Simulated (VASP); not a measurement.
# GaN in VASP: single point with PBE

Aim: the single point of GaN with PBE.

Everything below comes from runs of VASP 6.6.1. Logs are shortened: lines on timing, memory, paths and dates and some standing lists are left out, and cuts for length are marked.

### 1 The cell of the first run

The cell holds a wire or tube with vacuum around it, 2 atoms: a = 10.600 Å, b = 9.300 Å, c = 3.336 Å, α = 90.00°, β = 90.00°, γ = 90.00°.

### 2 Single point, PBE, collinear spin, ferromagnetic start

File INCAR:

```
PREC = Accurate
ENCUT = 520
EDIFF = 1E-6
ISMEAR = 0
SIGMA = 0.05
LREAL = F
LASPH = T
NELM = 200
ALGO = Normal
ISIF = 2
LWAVE = F
LCHARG = F
ISPIN = 2
MAGMOM = 0.5 0.5
LORBIT = 11
GGA = PE
NBANDS = 20
GGA_COMPAT = F
```

File KPOINTS:

```
regular mesh
0
Gamma
  1 1 34
```

File POSCAR:

```
GaN
1.0
   10.6000000000      0.0000000000      0.0000000000
    0.0000000000      9.3000000000      0.0000000000
    0.0000000000      0.0000000000      3.3361275637
Ga N
1 1
Direct
    0.4785667684      0.5000000000      0.0000000000
    0.5214332316      0.5000000000      0.5000000000
```

Potentials or basis: VASP PAW PBE potentials, release 64 (Ga_d, N).

On the command line:

```sh
cat potpaw_PBE.64/Ga_d/POTCAR potpaw_PBE.64/N/POTCAR > POTCAR
mpirun -np 1 vasp_std > vasp.out
```

OUTCAR:

```text
PREC = Accurate
   ENCUT = 520
   EDIFF = 1E-6
   ISMEAR = 0
   LREAL = F
   LASPH = T
   NELM = 200
   ISIF = 2
   ISPIN = 2
   LORBIT = 11
   GGA = PE

 ion  position               nearest neighbor table
   1  0.479  0.500  0.000-   2 1.73   2 1.73
   2  0.521  0.500  0.500-   1 1.73   1 1.73

  LATTYP: Found a simple orthorhombic cell.
 ALAT       =     3.3361275637
 B/A-ratio  =     2.7876631881
 C/A-ratio  =     3.1773365369

  Lattice vectors:

 A1 = (   0.0000000000,   0.0000000000,  -3.3361275637)
 A2 = (   0.0000000000,   9.3000000000,   0.0000000000)
 A3 = (  10.6000000000,   0.0000000000,   0.0000000000)

Analysis of symmetry for initial positions (statically):
=====================================================================
 Subroutine PRICEL returns:
 Original cell was already a primitive cell.

 Routine SETGRP: Setting up the symmetry group for a
 simple orthorhombic supercell.

 Subroutine GETGRP returns: Found  4 space group operations
 (whereof  4 operations were pure point group operations)
 out of a pool of  8 trial point group operations.

The static configuration has the point symmetry C_2v.

Analysis of symmetry for dynamics (positions and initial velocities):
=====================================================================
 Subroutine PRICEL returns:
 Original cell was already a primitive cell.

 Routine SETGRP: Setting up the symmetry group for a
 simple orthorhombic supercell.

 Subroutine GETGRP returns: Found  4 space group operations
 (whereof  4 operations were pure point group operations)
 out of a pool of  8 trial point group operations.

The dynamic configuration has the point symmetry C_2v.

Analysis of structural, dynamic, and magnetic symmetry:
=====================================================================
 Subroutine PRICEL returns:
 Original cell was already a primitive cell.

 Routine SETGRP: Setting up the symmetry group for a
 simple orthorhombic supercell.

 Subroutine GETGRP returns: Found  4 space group operations
 (whereof  4 operations were pure point group operations)
 out of a pool of  8 trial point group operations.

The overall configuration has the point symmetry C_2v.

 Subroutine INISYM returns: Found  4 space group operations
 (whereof  4 operations are pure point group operations),
 and found     1 'primitive' translations

----------------------------------------------------------------------------------------

                                     Primitive cell

  volume of cell :     328.8755

  direct lattice vectors                    reciprocal lattice vectors
    10.600000000  0.000000000  0.000000000     0.094339623  0.000000000  0.000000000
     0.000000000  9.300000000  0.000000000     0.000000000  0.107526882  0.000000000
     0.000000000  0.000000000  3.336127564     0.000000000  0.000000000  0.299748730

  length of vectors
    10.600000000  9.300000000  3.336127564     0.094339623  0.107526882  0.299748730

  position of ions in fractional coordinates (direct lattice)
     0.478566768  0.500000000  0.000000000
     0.521433232  0.500000000  0.500000000

  ion indices of the primitive-cell ions
   primitive index   ion index
                 1           1
                 2           2

----------------------------------------------------------------------------------------

 KPOINTS: regular mesh

Automatic generation of k-mesh.
 Grid dimensions read from file:
 generate k-points for:    1    1   34

 Generating k-lattice:

  Cartesian coordinates                     Fractional coordinates (reciprocal lattice)
     0.094339623  0.000000000  0.000000000     1.000000000  0.000000000  0.000000000
     0.000000000  0.107526882  0.000000000     0.000000000  1.000000000  0.000000000
     0.000000000  0.000000000  0.008816139     0.000000000  0.000000000  0.029411765

  Length of vectors
     0.094339623  0.107526882  0.008816139

  Shift w.r.t. Gamma in fractional coordinates (k-lattice)
     0.000000000  0.000000000  0.000000000

 Subroutine IBZKPT returns following result:
 ===========================================

 Found     18 irreducible k-points:

 Following reciprocal coordinates:
            Coordinates               Weight
  0.000000  0.000000  0.000000      1.000000
  0.000000  0.000000  0.029412      2.000000
  0.000000  0.000000  0.058824      2.000000
  0.000000  0.000000  0.088235      2.000000
  0.000000  0.000000  0.117647      2.000000
  0.000000  0.000000  0.147059      2.000000
[... 10 lines left out ...]
  0.000000  0.000000  0.470588      2.000000
  0.000000  0.000000  0.500000      1.000000
   k-points           NKPTS =     18   k-points in BZ     NKDIM =     18   number of bands    NBANDS=     20
   number of dos      NEDOS =    301   number of ions     NIONS =      2
   total plane-waves  NPLWV = 156800
   dimension x,y,z NGX =    80 NGY =   70 NGZ =   28
   dimension x,y,z NGXF=   160 NGYF=  140 NGZF=   56
   ions per type =               1   1
   NGX,Y,Z   is equivalent  to a cutoff of  12.55, 12.51, 13.95 a.u.
   NGXF,Y,Z  is equivalent  to a cutoff of  25.09, 25.03, 27.91 a.u.
 SYSTEM =  unknown system
   PREC   = accura    normal or accurate (medium, high low for compatibility)
   ISTART =      0    job   : 0-new  1-cont  2-samecut
   ICHARG =      2    charge: 1-file 2-atom 10-const
   ISPIN  =      2    spin polarized calculation?
   LNONCOLLINEAR =      F non collinear calculations
   LSORBIT =      F    spin-orbit coupling
   LASPH  =      T    aspherical Exc in radial PAW
   ENCUT  =  520.0 eV  38.22 Ry    6.18 a.u.  19.71 17.29  6.20*2*pi/ulx,y,z
   NELM   =    200;   NELMIN=  2; NELMDL= -5     # of ELM steps
   EDIFF  = 0.1E-05   stopping-criterion for ELM
   LREAL  =      F    real-space projection
   EDIFFG = 0.1E-04   stopping-criterion for IOM
   NSW    =      0    number of steps for IOM
   IBRION =     -1    ionic relax: 0-MD 1-quasi-New 2-CG
   NFREE  =      0    steps in history (QN), initial steepest desc. (CG)
   ISIF   =      2    stress and relaxation
   ISYM   =      2    0-nonsym 1-usesym 2-fastsym
   POTIM  = 0.5000    time-step for ionic-motion
   TEBEG  =    0.0;   TEEND  =   0.0 temperature during run
   PSTRESS=    0.0 pullay stress
   NELECT =      18.0000    total number of electrons
   NUPDOWN=      -1.0000    fix difference up-down
   EMIN   =  10.00;   EMAX   =-10.00  energy-range for DOS
   EFERMI =   0.00;   METHOD = LEGACY
   ISMEAR =     0;   SIGMA  =   0.05  broadening in eV -4-tet -1-fermi 0-gaus
   EFERMI_NEDOS =   21; number of points for ismear=-14 and -15
   IALGO  =     38    algorithm
   IMIX   =      4    mixing-type and parameters
     AMIX     =   0.40;   BMIX     =  1.00
     AMIX_MAG =   1.60;   BMIX_MAG =  1.00
  volume/ion in A,a.u.               =     164.44      1109.68
  Fermi-wavevector in a.u.,A,eV,Ry     =   0.621568  1.174593  5.256564  0.386347
  Thomas-Fermi vector in A             =   1.681118
   LORBIT       =     11    0 simple, 1 ext, 2 COOP (PROOUT), +10 PAW based schemes
   GGA     = PE    functional components
   LHFCALC =     F    Hartree Fock is set to
   AEXX    =    0.0000 exact exchange contribution
   IVDW    =     0    specifies the selected vdW correction
   LEPSILON=     F    determine dielectric tensor
   LRPA    =     F    only Hartree local field effects (RPA)
 spin polarized calculation
 Gauss-broadening in eV      SIGMA  =   0.05
  energy-cutoff  :      520.00
  volume of cell :      328.88
 maximum number of plane-waves:      8884
 NGX is ok and might be reduce to    80
   NGX = 39   NGY = 35   NGZ = 13

 number of electron      18.0000005 magnetization       0.0000014

 number of electron      18.0000005 magnetization      -0.0000031

 Free energy of the ion-electron system (eV)
  ---------------------------------------------------
  ext. energy  EPLUGINS =         0.00000000
  ---------------------------------------------------
  free energy    TOTEN  =        -9.52664281 eV

  energy without entropy =       -9.52664281  energy(sigma->0) =       -9.52664281

 E-fermi :  -4.3681     XC(G=0):  -1.8417

 val. band max:       -4.6055865253   @ k =   0.0000   0.0000   0.5000
 cond. band min:      -2.6746352564   @ k =   0.0000   0.0000   0.0000
 fundamental gap:      1.9309512689
 Fermi energy:        -4.3681392060

 spin component 1

 k-point     1 :       0.0000    0.0000    0.0000
  band No.  band energies     occupation
      1     -20.6259      1.00000
      2     -18.7958      1.00000
      3     -18.7948      1.00000
      4     -18.7904      1.00000
      5     -18.5888      1.00000
      6     -16.3274      1.00000
[... 12 lines left out ...]
     19       3.6050      0.00000
     20       4.4632      0.00000

 k-point     2 :       0.0000    0.0000    0.0294
  band No.  band energies     occupation
      1     -20.6182      1.00000
      2     -18.7958      1.00000
      3     -18.7947      1.00000
      4     -18.7916      1.00000
      5     -18.5897      1.00000
      6     -16.3297      1.00000
[... 12 lines left out ...]
     19       3.6167      0.00000
     20       4.4628      0.00000

 k-point     3 :       0.0000    0.0000    0.0588
  band No.  band energies     occupation
      1     -20.5950      1.00000
      2     -18.7967      1.00000
      3     -18.7945      1.00000
      4     -18.7943      1.00000
      5     -18.5924      1.00000
      6     -16.3368      1.00000
[... 12 lines left out ...]
     19       3.6518      0.00000
     20       4.4629      0.00000

 k-point     4 :       0.0000    0.0000    0.0882
  band No.  band energies     occupation
      1     -20.5566      1.00000
      2     -18.8020      1.00000
      3     -18.7948      1.00000
      4     -18.7942      1.00000
      5     -18.5968      1.00000
      6     -16.3489      1.00000
[... 288 lines left out ...]
     19       5.0754      0.00000
     20       5.3623      0.00000

 k-point    17 :       0.0000    0.0000    0.4706
  band No.  band energies     occupation
      1     -19.2853      1.00000
      2     -19.0677      1.00000
      3     -18.7866      1.00000
      4     -18.7858      1.00000
      5     -18.6944      1.00000
      6     -16.9266      1.00000
[... 12 lines left out ...]
     19       5.1170      0.00000
     20       5.1543      0.00000

 k-point    18 :       0.0000    0.0000    0.5000
  band No.  band energies     occupation
      1     -19.2517      1.00000
      2     -19.0873      1.00000
      3     -18.7865      1.00000
      4     -18.7856      1.00000
      5     -18.6953      1.00000
      6     -16.9371      1.00000
[... 12 lines left out ...]
     19       4.9861      0.00000
     20       5.1733      0.00000
 Fermi energy:        -4.3681392060

 spin component 2

 k-point     1 :       0.0000    0.0000    0.0000
  band No.  band energies     occupation
      1     -20.6259      1.00000
      2     -18.7958      1.00000
      3     -18.7948      1.00000
      4     -18.7904      1.00000
      5     -18.5888      1.00000
      6     -16.3274      1.00000
[... 12 lines left out ...]
     19       3.6050      0.00000
     20       4.4587      0.00000

 k-point     2 :       0.0000    0.0000    0.0294
  band No.  band energies     occupation
      1     -20.6182      1.00000
      2     -18.7958      1.00000
      3     -18.7947      1.00000
      4     -18.7916      1.00000
      5     -18.5897      1.00000
      6     -16.3297      1.00000
[... 12 lines left out ...]
     19       3.6168      0.00000
     20       4.4585      0.00000

 k-point     3 :       0.0000    0.0000    0.0588
  band No.  band energies     occupation
      1     -20.5950      1.00000
      2     -18.7967      1.00000
      3     -18.7945      1.00000
      4     -18.7943      1.00000
      5     -18.5924      1.00000
      6     -16.3368      1.00000
[... 12 lines left out ...]
     19       3.6520      0.00000
     20       4.4587      0.00000

 k-point     4 :       0.0000    0.0000    0.0882
  band No.  band energies     occupation
      1     -20.5566      1.00000
      2     -18.8020      1.00000
      3     -18.7948      1.00000
      4     -18.7942      1.00000
      5     -18.5968      1.00000
      6     -16.3489      1.00000
[... 291 lines left out ...]
 k-point    17 :       0.0000    0.0000    0.4706
  band No.  band energies     occupation
      1     -19.2853      1.00000
      2     -19.0677      1.00000
      3     -18.7866      1.00000
      4     -18.7858      1.00000
      5     -18.6944      1.00000
      6     -16.9266      1.00000
[... 12 lines left out ...]
     19       5.1173      0.00000
     20       5.1520      0.00000

 k-point    18 :       0.0000    0.0000    0.5000
  band No.  band energies     occupation
      1     -19.2517      1.00000
      2     -19.0873      1.00000
      3     -18.7865      1.00000
      4     -18.7856      1.00000
      5     -18.6953      1.00000
      6     -16.9371      1.00000
[... 12 lines left out ...]
     19       4.9814      0.00000
     20       5.1728      0.00000

------------------------ aborting loop because EDIFF is reached ----------------------------------------

  FORCE on cell =-STRESS in cart. coord.  units (eV):
  Direction    XX          YY          ZZ          XY          YZ          ZX
  --------------------------------------------------------------------------------------
  -------------------------------------------------------------------------------------
  Total       -0.0445766      0.0002409     -0.2639653      0.0000000      0.0000000      0.0000000
  in kB       -0.2171630      0.0011734     -1.2859558      0.0000000      0.0000000      0.0000000
  external PRESSURE =      -0.5006485 kB  Pullay stress =       0.0000000 kB

 VOLUME and BASIS-vectors are now :
 -----------------------------------------------------------------------------
  energy-cutoff  :      520.00
  volume of cell :      328.88
      direct lattice vectors                 reciprocal lattice vectors
    10.600000000  0.000000000  0.000000000     0.094339623  0.000000000  0.000000000
     0.000000000  9.300000000  0.000000000     0.000000000  0.107526882  0.000000000
     0.000000000  0.000000000  3.336127564     0.000000000  0.000000000  0.299748730

 POSITION                                       TOTAL-FORCE (eV/Angst)
 -----------------------------------------------------------------------------------
      5.07281      4.65000      0.00000         0.038923      0.000000      0.000000
      5.52719      4.65000      1.66806        -0.038923      0.000000      0.000000
 -----------------------------------------------------------------------------------
    total drift:                                0.000202     -0.000000     -0.000003

  FREE ENERGIE OF THE ION-ELECTRON SYSTEM (eV)
  ---------------------------------------------------
  free  energy   TOTEN  =        -9.5266428080 eV

  energy  without entropy=       -9.5266428080  energy(sigma->0) =       -9.52664281

 total charge

# of ion       s       p       d       tot
------------------------------------------
    1        0.912   0.889  10.096  11.897
    2        1.247   2.442   0.000   3.689
--------------------------------------------------
tot          2.159   3.331  10.096  15.586

 magnetization (x)

# of ion       s       p       d       tot
------------------------------------------
    1       -0.000  -0.000  -0.000  -0.000
    2        0.000   0.000   0.000   0.000
--------------------------------------------------
tot         -0.000  -0.000  -0.000  -0.000
```

Wall time 4.3 min (1 thread of Intel Xeon 6975P-C (Granite Rapids), shared host); peak memory 0.58 GiB.

What came out:

- Free energy: -9.5266 eV
- Largest force: 0.039 eV/Å
- Band gap on the k mesh: 1.93 eV (least direct gap 2.68 eV)
- Net moment: 0.00 μB per cell
- Valence electrons inside the program's atomic spheres: Ga 11.90; N 3.69

Forces on the atoms (eV/Å):
```
Ga   0.039  0.000  0.000
N   -0.039  0.000  0.000
```

Levels at points of the mesh, in eV from the valence-band top:
Spin up:
```tsv
k point	band 5	band 6	band 7	band 8	band 9	band 10	band 11	band 12	band 13	band 14
(0.00, 0.00, 0.00)	-13.98	-11.72	-2.93	-2.12	-1.67	1.93	4.87	5.09	5.17	5.93
(0.00, 0.00, 0.50)	-14.09	-12.33	-6.31	-0.45	0.00	2.68	3.98	7.04	7.36	8.64
```
Spin down:
```csv
k point,band 5,band 6,band 7,band 8,band 9,band 10,band 11,band 12,band 13,band 14
"(0.00, 0.00, 0.00)",-13.98,-11.72,-2.93,-2.12,-1.67,1.93,4.86,5.09,5.18,5.93
"(0.00, 0.00, 0.50)",-14.09,-12.33,-6.31,-0.45,0.00,2.68,3.98,7.04,7.36,8.64
```
